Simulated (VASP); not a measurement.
# Ba in VASP: further runs

The runs below take Ba through single point, with PBE, LDA.

Program: VASP 6.6.1. These are calculated values, not measurements. Logs are shortened: lines on timing, memory, paths and dates and some standing lists are left out, and cuts for length are marked.

### 1 The cell of the first run

The structure is tetragonal, space group I4/mmm (No. 139). The conventional cell has a = 5.051 Å, b = 5.051 Å, c = 4.900 Å, α = 90.00°, β = 90.00°, γ = 90.00°. Ba (site symmetry 4/mmm) has 14 Ba at 4.33 to 5.05 Å within 5.7 Å.

### 2 Single point, PBE (z stretched by -2 % at fixed volume)

INCAR reads:

```
SYSTEM = Ba
PREC = Accurate
ENCUT = 520
EDIFF = 1E-6
ISMEAR = -1
SIGMA = 0.05
LREAL = .False.
LASPH = .True.
NELM = 100
ALGO = Normal
ISIF = 2
LWAVE = .False.
LCHARG = .False.
GGA = PE
NBANDS = 11
```

KPOINTS reads:

```
Automatic mesh
0
Gamma
  10 10 10
  0 0 0
```

POSCAR reads:

```
Ba
1.0
   -2.5253813615      2.5253813615      2.4500000000
    2.5253813615     -2.5253813615      2.4500000000
    2.5253813615      2.5253813615     -2.4500000000
Ba
1
Direct
    0.0000000000      0.0000000000      0.0000000000
```

Potentials or basis: VASP PAW PBE potentials, release 64 (Ba_sv).

Launch:

```console
cat potpaw_PBE.64/Ba_sv/POTCAR > POTCAR
mpirun -np 1 vasp_std > vasp.out
```

OUTCAR:

```text
SYSTEM = Ba
   PREC = Accurate
   ENCUT = 520
   EDIFF = 1E-6
   ISMEAR = -1
   LREAL = .False.
   LASPH = .True.
   NELM = 100
   ISIF = 2
   GGA = PE

 ion  position               nearest neighbor table
   1  0.000  0.000  0.000-

  LATTYP: Found a body centered tetragonal cell.
 ALAT       =     5.0507627230
 C/A-ratio  =     0.9701505037

  Lattice vectors:

 A1 = (  -2.5253813615,   2.5253813615,   2.4500000000)
 A2 = (   2.5253813615,  -2.5253813615,   2.4500000000)
 A3 = (   2.5253813615,   2.5253813615,  -2.4500000000)

Analysis of symmetry for initial positions (statically):
=====================================================================
 Subroutine PRICEL returns:
 Original cell was already a primitive cell.

 Routine SETGRP: Setting up the symmetry group for a
 body centered tetragonal supercell.

 Subroutine GETGRP returns: Found 16 space group operations
 (whereof 16 operations were pure point group operations)
 out of a pool of 16 trial point group operations.

The static configuration has the point symmetry D_4h.

Analysis of symmetry for dynamics (positions and initial velocities):
=====================================================================
 Subroutine PRICEL returns:
 Original cell was already a primitive cell.

 Routine SETGRP: Setting up the symmetry group for a
 body centered tetragonal supercell.

 Subroutine GETGRP returns: Found 16 space group operations
 (whereof 16 operations were pure point group operations)
 out of a pool of 16 trial point group operations.

The dynamic configuration has the point symmetry D_4h.

 Subroutine INISYM returns: Found 16 space group operations
 (whereof 16 operations are pure point group operations),
 and found     1 'primitive' translations

----------------------------------------------------------------------------------------

                                     Primitive cell

  volume of cell :      62.5000

  direct lattice vectors                    reciprocal lattice vectors
    -2.525381362  2.525381362  2.450000000     0.000000000  0.197989899  0.204081633
     2.525381362 -2.525381362  2.450000000     0.197989899  0.000000000  0.204081633
     2.525381362  2.525381362 -2.450000000     0.197989899  0.197989899  0.000000000

  length of vectors
     4.331004738  4.331004738  4.331004738     0.284340136  0.284340136  0.280000000

  position of ions in fractional coordinates (direct lattice)
     0.000000000  0.000000000  0.000000000

  ion indices of the primitive-cell ions
   primitive index   ion index
                 1           1

----------------------------------------------------------------------------------------

 KPOINTS: Automatic mesh

Automatic generation of k-mesh.
 Grid dimensions read from file:
 generate k-points for:   10   10   10

 Generating k-lattice:

  Cartesian coordinates                     Fractional coordinates (reciprocal lattice)
     0.000000000  0.019798990  0.020408163     0.100000000 -0.000000000  0.000000000
     0.019798990  0.000000000  0.020408163    -0.000000000  0.100000000  0.000000000
     0.019798990  0.019798990  0.000000000     0.000000000  0.000000000  0.100000000

  Length of vectors
     0.028434014  0.028434014  0.028000000

  Shift w.r.t. Gamma in fractional coordinates (k-lattice)
     0.000000000  0.000000000  0.000000000

 Subroutine IBZKPT returns following result:
 ===========================================

 Found    102 irreducible k-points:

 Following reciprocal coordinates:
            Coordinates               Weight
  0.000000  0.000000  0.000000      1.000000
  0.100000  0.000000 -0.000000      8.000000
  0.200000  0.000000 -0.000000      8.000000
  0.300000  0.000000  0.000000      8.000000
  0.400000 -0.000000  0.000000      8.000000
  0.500000  0.000000 -0.000000      4.000000
[... 16 lines left out ...]
  0.300000  0.300000  0.000000      8.000000
  0.400000  0.300000  0.000000     16.000000
 [... further k-points ...]
   k-points           NKPTS =    102   k-points in BZ     NKDIM =    102   number of bands    NBANDS=     11
   number of dos      NEDOS =    301   number of ions     NIONS =      1
   total plane-waves  NPLWV =  32768
   dimension x,y,z NGX =    32 NGY =   32 NGZ =   32
   dimension x,y,z NGXF=    64 NGYF=   64 NGZF=   64
   ions per type =               1
   NGX,Y,Z   is equivalent  to a cutoff of  12.28, 12.28, 12.28 a.u.
   NGXF,Y,Z  is equivalent  to a cutoff of  24.57, 24.57, 24.57 a.u.
 SYSTEM =  Ba
   PREC   = accura    normal or accurate (medium, high low for compatibility)
   ISTART =      0    job   : 0-new  1-cont  2-samecut
   ICHARG =      2    charge: 1-file 2-atom 10-const
   ISPIN  =      1    spin polarized calculation?
   LNONCOLLINEAR =      F non collinear calculations
   LSORBIT =      F    spin-orbit coupling
   LASPH  =      T    aspherical Exc in radial PAW
   ENCUT  =  520.0 eV  38.22 Ry    6.18 a.u.   8.05  8.05  8.05*2*pi/ulx,y,z
   NELM   =    100;   NELMIN=  2; NELMDL= -5     # of ELM steps
   EDIFF  = 0.1E-05   stopping-criterion for ELM
   LREAL  =      F    real-space projection
   EDIFFG = 0.1E-04   stopping-criterion for IOM
   NSW    =      0    number of steps for IOM
   IBRION =     -1    ionic relax: 0-MD 1-quasi-New 2-CG
   NFREE  =      0    steps in history (QN), initial steepest desc. (CG)
   ISIF   =      2    stress and relaxation
   ISYM   =      2    0-nonsym 1-usesym 2-fastsym
   POTIM  = 0.5000    time-step for ionic-motion
   TEBEG  =    0.0;   TEEND  =   0.0 temperature during run
   PSTRESS=    0.0 pullay stress
   NELECT =      10.0000    total number of electrons
   NUPDOWN=      -1.0000    fix difference up-down
   EMIN   =  10.00;   EMAX   =-10.00  energy-range for DOS
   EFERMI =   0.00;   METHOD = LEGACY
   ISMEAR =    -1;   SIGMA  =   0.05  broadening in eV -4-tet -1-fermi 0-gaus
   EFERMI_NEDOS =   21; number of points for ismear=-14 and -15
   IALGO  =     38    algorithm
   IMIX   =      4    mixing-type and parameters
     AMIX     =   0.40;   BMIX     =  1.00
     AMIX_MAG =   1.60;   BMIX_MAG =  1.00
  volume/ion in A,a.u.               =      62.50       421.77
  Fermi-wavevector in a.u.,A,eV,Ry     =   0.888754  1.679501 10.747016  0.789883
  Thomas-Fermi vector in A             =   2.010225
   LORBIT       =      0    0 simple, 1 ext, 2 COOP (PROOUT), +10 PAW based schemes
   GGA     = PE    functional components
   LHFCALC =     F    Hartree Fock is set to
   AEXX    =    0.0000 exact exchange contribution
   IVDW    =     0    specifies the selected vdW correction
   LEPSILON=     F    determine dielectric tensor
   LRPA    =     F    only Hartree local field effects (RPA)
 non-spin polarized calculation
  energy-cutoff  :      520.00
  volume of cell :       62.50
 maximum number of plane-waves:      1717
   NGX = 17   NGY = 17   NGZ = 17

 number of electron      10.0000000 magnetization

 number of electron       9.9999999 magnetization

 Free energy of the ion-electron system (eV)
  ---------------------------------------------------
  ext. energy  EPLUGINS =         0.00000000
  ---------------------------------------------------
  free energy    TOTEN  =        -1.91107390 eV

  energy without entropy =       -1.89979882  energy(sigma->0) =       -1.90543636

 E-fermi :   1.6632     XC(G=0):  -7.4341

 val. band max:        1.6564578032   @ k =   0.4000   0.3000   0.0000
 cond. band min:       1.6758095333   @ k =  -0.3000  -0.4000   0.1000
 fundamental gap:      0.0193517301
 Fermi energy:         1.6632021803

 k-point     1 :       0.0000    0.0000    0.0000
  band No.  band energies     occupation
      1     -27.1971      2.00000
      2     -12.1426      2.00000
      3     -12.1426      2.00000
      4     -12.1414      2.00000
      5      -1.0816      2.00000
      6       3.3926      0.00000
      7       3.5785      0.00000
      8       3.5785      0.00000
      9       4.7848      0.00000
     10       5.0587      0.00000
     11       8.5545      0.00000

 k-point     2 :       0.1000    0.0000   -0.0000
  band No.  band energies     occupation
      1     -27.1928      2.00000
      2     -12.1904      2.00000
      3     -12.1578      2.00000
      4     -12.1428      2.00000
      5      -0.8916      2.00000
      6       3.3101      0.00000
      7       3.4781      0.00000
      8       3.6957      0.00000
      9       4.6991      0.00000
     10       4.9151      0.00000
     11       8.8589      0.00000

 k-point     3 :       0.2000    0.0000   -0.0000
  band No.  band energies     occupation
      1     -27.1815      2.00000
      2     -12.3133      2.00000
      3     -12.1971      2.00000
      4     -12.1448      2.00000
      5      -0.3777      2.00000
      6       2.9759      0.00000
      7       3.0841      0.00000
      8       4.2446      0.00000
      9       4.6630      0.00000
     10       4.9011      0.00000
     11       9.1547      0.00000

 k-point     4 :       0.3000    0.0000    0.0000
  band No.  band energies     occupation
      1     -27.1675      2.00000
      2     -12.4585      2.00000
      3     -12.2449      2.00000
      4     -12.1474      2.00000
      5       0.2672      2.00000
      6       2.6276      0.00000
      7       2.7054      0.00000
      8       4.8607      0.00000
      9       5.0621      0.00000
     10       5.1331      0.00000
     11       8.5778      0.00000

 k-point     5 :       0.4000   -0.0000    0.0000
  band No.  band energies     occupation
      1     -27.1561      2.00000
      2     -12.5712      2.00000
      3     -12.2829      2.00000
      4     -12.1495      2.00000
      5       0.6903      2.00000
      6       2.3870      0.00000
      7       2.7649      0.00000
      8       4.9841      0.00000
      9       5.3663      0.00000
     10       6.2273      0.00000
     11       7.7298      0.00000
[... 211 lines left out ...]
 k-point    21 :      -0.3000    0.2000   -0.0000
  band No.  band energies     occupation
      1     -27.1730      2.00000
      2     -12.4006      2.00000
      3     -12.2179      2.00000
      4     -12.1566      2.00000
      5       0.0395      2.00000
      6       2.7069      0.00000
      7       2.9008      0.00000
      8       4.4119      0.00000
      9       4.8799      0.00000
     10       5.1962      0.00000
     11       8.9875      0.00000

 k-point    22 :      -0.2000    0.2000    0.0000
  band No.  band energies     occupation
      1     -27.1820      2.00000
      2     -12.3144      2.00000
      3     -12.1919      2.00000
      4     -12.1413      2.00000
      5      -0.4005      2.00000
      6       2.9977      0.00000
      7       3.1203      0.00000
      8       4.3218      0.00000
      9       4.4575      0.00000
     10       5.0088      0.00000
     11       9.0471      0.00000

 k-point    23 :       0.3000    0.3000    0.0000
  band No.  band energies     occupation
      1     -27.1472      2.00000
      2     -12.5119      2.00000
      3     -12.4178      2.00000
      4     -12.2033      2.00000
      5       1.6407      1.22125
      6       2.1015      0.00031
      7       2.4247      0.00000
      8       4.9590      0.00000
      9       5.4448      0.00000
     10       6.6056      0.00000
     11       7.8090      0.00000

 k-point    24 :       0.4000    0.3000    0.0000
  band No.  band energies     occupation
      1     -27.1475      2.00000
      2     -12.5098      2.00000
      3     -12.4185      2.00000
      4     -12.1996      2.00000
      5       1.6565      1.06734
      6       2.1448      0.00013
      7       2.3607      0.00000
      8       5.0472      0.00000
      9       5.2284      0.00000
     10       6.6829      0.00000
     11       7.7726      0.00000

 [... further k-points ...]

------------------------ aborting loop because EDIFF is reached ----------------------------------------

  FORCE on cell =-STRESS in cart. coord.  units (eV):
  Direction    XX          YY          ZZ          XY          YZ          ZX
  --------------------------------------------------------------------------------------
  -------------------------------------------------------------------------------------
  Total        0.0429101      0.0429101      0.1061663      0.0000000      0.0000000     -0.0000000
  in kB        1.0999923      1.0999923      2.7215564      0.0000000      0.0000000     -0.0000000
  external PRESSURE =       1.6405137 kB  Pullay stress =       0.0000000 kB

 VOLUME and BASIS-vectors are now :
 -----------------------------------------------------------------------------
  energy-cutoff  :      520.00
  volume of cell :       62.50
      direct lattice vectors                 reciprocal lattice vectors
    -2.525381362  2.525381362  2.450000000     0.000000000  0.197989899  0.204081633
     2.525381362 -2.525381362  2.450000000     0.197989899  0.000000000  0.204081633
     2.525381362  2.525381362 -2.450000000     0.197989899  0.197989899  0.000000000

 POSITION                                       TOTAL-FORCE (eV/Angst)
 -----------------------------------------------------------------------------------
      0.00000      0.00000      0.00000         0.000000     -0.000000     -0.000000
 -----------------------------------------------------------------------------------
    total drift:                                0.000000      0.000000     -0.000000

  FREE ENERGIE OF THE ION-ELECTRON SYSTEM (eV)
  ---------------------------------------------------
  free  energy   TOTEN  =        -1.9110738992 eV

  energy  without entropy=       -1.8997988245  energy(sigma->0) =       -1.90543636
```

Wall time 20 s (1 thread of AMD EPYC 9R45 (Zen 5), shared host); peak memory 0.19 GiB.

Results:

```
Free energy            : -1.9111 eV
Pressure               : 0.2 GPa
Band gap on the k mesh : zero (band 5 reaches 2.06 eV, above the bottom of band 6 at 1.14 eV)
```

Levels at points of the mesh, in eV from the Fermi level:
| k point | band 1 | band 2 | band 3 | band 4 | band 5 | band 6 | band 7 | band 8 | band 9 | band 10 |
| --- | --- | --- | --- | --- | --- | --- | --- | --- | --- | --- |
| (0.00, 0.00, 0.00) | -28.86 | -13.81 | -13.81 | -13.80 | -2.74 | 1.73 | 1.92 | 1.92 | 3.12 | 3.40 |
| (0.50, 0.00, 0.00) | -28.81 | -14.28 | -13.96 | -13.81 | -0.88 | 0.64 | 1.32 | 3.29 | 3.90 | 5.28 |
| (0.50, 0.50, 0.00) | -28.82 | -14.28 | -13.95 | -13.80 | -0.90 | 0.83 | 1.22 | 3.07 | 3.73 | 5.24 |
| (0.50, 0.50, 0.50) | -28.78 | -14.14 | -14.14 | -14.11 | -0.57 | -0.52 | 4.30 | 4.30 | 4.64 | 4.76 |

Caveat: spin-orbit coupling is left out, which moves the levels of the heavy elements.

### 3 Single point, LDA

INCAR reads:

```
SYSTEM = Ba
ALGO = Normal ; EDIFF = 1E-6
ENCUT = 520 ; GGA = CA
ISIF = 2 ; ISMEAR = -1
LASPH = .TRUE. ; LCHARG = .FALSE.
LREAL = .FALSE. ; LWAVE = .FALSE.
NBANDS = 11 ; NELM = 100
PREC = Accurate ; SIGMA = 0.05
```

KPOINTS reads:

```
k-points
0
G
  10 10 10
  0 0 0
```

POSCAR is that of step 2.

Potentials or basis: VASP PAW LDA potentials, release 64 (Ba_sv).

Launch:

```console
cat potpaw_LDA.64/Ba_sv/POTCAR > POTCAR
mpirun -np 1 vasp_std > vasp.out
```

Run time: 21 s. Hardware: 1 thread of AMD EPYC 9R45 (Zen 5), shared host; peak memory 0.17 GiB.

Results (log left out):

```yaml
Free_energy: -2.2197 eV
Pressure: -1.2 GPa
Band_gap_on_the_k_mesh: zero (band 5 reaches 1.83 eV, above the bottom of band 6 at 0.93 eV)
```

Stress tensor (GPa, compression positive):
```
-1.24  0.00  0.00
 0.00 -1.24  0.00
 0.00  0.00 -1.10
```

Levels at points of the mesh, in eV from the Fermi level:
```csv
k point,band 3,band 4,band 5,band 6,band 7,band 8
"(0.00, 0.00, 0.00)",-13.75,-13.75,-2.75,1.65,1.84,1.84
"(0.50, 0.00, 0.00)",-13.91,-13.76,-0.90,0.59,1.39,3.23
"(0.50, 0.50, 0.00)",-13.90,-13.75,-0.92,0.78,1.29,3.01
"(0.50, 0.50, 0.50)",-14.10,-14.07,-0.56,-0.51,4.30,4.30
```

Caveat: spin-orbit coupling is left out, which moves the levels of the heavy elements.

### 4 Single point, PBE (volume scaled by 0.96)

INCAR reads:

```
PREC = Accurate
ENCUT = 520
EDIFF = 1E-6
ISMEAR = -1
SIGMA = 0.05
LREAL = F
LASPH = T
NELM = 80
ALGO = Normal
ISIF = 2
LWAVE = F
LCHARG = F
GGA = PE
NBANDS = 11
```

KPOINTS reads:

```
regular mesh
0
Gamma
  10 10 10
```

POSCAR reads:

```
Ba
1.0
   -2.4662120743      2.4662120743      2.4662120743
    2.4662120743     -2.4662120743      2.4662120743
    2.4662120743      2.4662120743     -2.4662120743
Ba
1
Direct
    0.0000000000      0.0000000000      0.0000000000
```

Potentials or basis: VASP PAW PBE potentials, release 64 (Ba_sv).

Launch:

```console
cat potpaw_PBE.64/Ba_sv/POTCAR > POTCAR
mpirun -np 1 vasp_std > vasp.out
```

It took 15 s on 1 thread of Intel Xeon 6975P-C, shared host; peak memory 0.18 GiB.

Results (log left out):

```yaml
Free_energy: -1.9060 eV
Pressure: 0.6 GPa
Band_gap_on_the_k_mesh: zero (band 5 reaches 2.17 eV, above the bottom of band 6 at 1.20 eV)
```

Levels at points of the mesh, in eV from the Fermi level:
```
           k point  band 1  band 2  band 3  band 4  band 5  band 6  band 7  band 8  band 9  band 10
(0.00, 0.00, 0.00)  -28.79  -13.71  -13.71  -13.71   -2.76    1.90    1.90    1.90    3.37     3.37
(0.50, 0.00, 0.00)  -28.74  -14.25  -13.88  -13.71   -0.91    0.70    1.42    3.36    3.96     5.50
(0.50, 0.50, 0.50)  -28.70  -14.08  -14.08  -14.08   -0.60   -0.60    4.62    4.62    4.62     4.97
```

Caveat: spin-orbit coupling is left out, which moves the levels of the heavy elements.

### 5 Single point, PBE (volume scaled by 0.98)

INCAR reads:

```
SYSTEM = Ba
PREC = Accurate ; ENCUT = 520
EDIFF = 1E-6 ; ISMEAR = -1
SIGMA = 0.05 ; LREAL = .FALSE.
LASPH = .TRUE. ; NELM = 80
ALGO = Normal ; ISIF = 2
LWAVE = .FALSE. ; LCHARG = .TRUE.
GGA = PE ; LELF = .TRUE.
LVHAR = .TRUE. ; NBANDS = 11
```

KPOINTS reads:

```
Automatic mesh
0
G
  10 10 10
  0 0 0
```

POSCAR reads:

```
Ba
1.0
   -2.4832209710      2.4832209710      2.4832209710
    2.4832209710     -2.4832209710      2.4832209710
    2.4832209710      2.4832209710     -2.4832209710
Ba
1
Direct
    0.0000000000      0.0000000000      0.0000000000
```

Launch:

```console
cat potpaw_PBE.64/Ba_sv/POTCAR > POTCAR
mpirun -np 1 vasp_std > vasp.out
```

It took 18 s on 1 thread of Intel Xeon 6975P-C, shared host; peak memory 0.19 GiB.

Results (log left out):

```
Free energy            : -1.9096 eV
Pressure               : 0.4 GPa
Band gap on the k mesh : zero (band 5 reaches 2.09 eV, above the bottom of band 6 at 1.16 eV)
```

Levels at points of the mesh, in eV from the Fermi level:
```
           k point  band 3  band 4  band 5  band 6  band 7  band 8
(0.00, 0.00, 0.00)  -13.76  -13.76   -2.75    1.87    1.87    1.87
(0.50, 0.00, 0.00)  -13.92  -13.76   -0.90    0.70    1.35    3.30
(0.50, 0.50, 0.50)  -14.10  -14.10   -0.57   -0.57    4.51    4.51
```

Caveat: spin-orbit coupling is left out, which moves the levels of the heavy elements.

### 6 Summary

| level | potentials or basis | cell | gap on the mesh (eV) | pressure (GPa) |
| --- | --- | --- | --- | --- |
| PBE | VASP PAW PBE potentials, release 64 (Ba_sv) | a = 4.331 Å, angles 108.7, 108.7, 111.1°, 1 atom | none | 0.2 |
| LDA | VASP PAW LDA potentials, release 64 (Ba_sv) | a = 4.331 Å, angles 108.7, 108.7, 111.1°, 1 atom | none | -1.2 |
| PBE | VASP PAW PBE potentials, release 64 (Ba_sv) | a = 4.272 Å, angles 109.5°, 1 atom | none | 0.6 |
| PBE | VASP PAW PBE potentials, release 64 (Ba_sv) | a = 4.301 Å, angles 109.5°, 1 atom | none | 0.4 |

Alike in all rows: task single point; no spin polarisation; k mesh 10 × 10 × 10; cutoff (eV) 520; smearing fermi-dirac 0.05 eV.

Caveats: spin-orbit coupling is left out, which moves the levels of the heavy elements.

Absolute energies hang on the potentials; compare differences alone.
